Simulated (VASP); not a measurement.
Wanted: the native input for a VASP 6.6.1 run.

* Task: single point
* Functional: PBEsol
* Potentials or basis: VASP PAW PBE potentials, release 64 (P)
* Cutoff: 520 eV
* k mesh: 10 × 1 × 8
* Occupations: gaussian, width 0.05 eV
* Spin: no spin polarisation
* Dipole correction: no
* Further INCAR settings: ALGO = Normal; EDIFF = 1e-06; NBANDS = 18

The structure of P lies in POSCAR:

```
P
1.0
    3.2843671017      0.0000000000      0.0000000000
    0.0000000000     34.8747470704      0.0000000000
    0.0000000000      0.0000000000      4.4369100789
P
4
Direct
    0.0000000000      0.9696876236      0.5826201292
    0.0000000000      0.0303123764      0.4173798708
    0.5000000000      0.0303123764      0.0826201292
    0.5000000000      0.9696876236      0.9173798708
```

These files were run (other wordings do the same):

INCAR

```
PREC = Accurate ; ENCUT = 520
EDIFF = 1E-6 ; ISMEAR = 0
SIGMA = 0.05 ; LREAL = F
LASPH = T ; NELM = 80
ALGO = Normal ; ISIF = 2
LWAVE = F ; LCHARG = F
GGA = PS ; NBANDS = 18
```

KPOINTS

```
regular mesh
0
Gamma
  10 1 8
```

Potentials or basis: VASP PAW PBE potentials, release 64 (P).

Launch:

```sh
$ cat potpaw_PBE.64/P/POTCAR > POTCAR
$ mpirun -np 1 vasp_std > vasp.out
```

It gave:

```json
{
 "Largest force": "0.019 eV/Å",
 "Band gap on the k mesh": "0.72 eV"
}
```

Caveat: there is no dipole correction, which matters where the two faces differ; semilocal functionals underestimate gaps, and a narrow one can read as zero; the PAW data sets were made with another functional, which shifts forces and pressure a little.

Wall time 9.7 min on 1 thread of Intel Xeon 8259CL, on a shared host, peak memory 0.61 GiB.
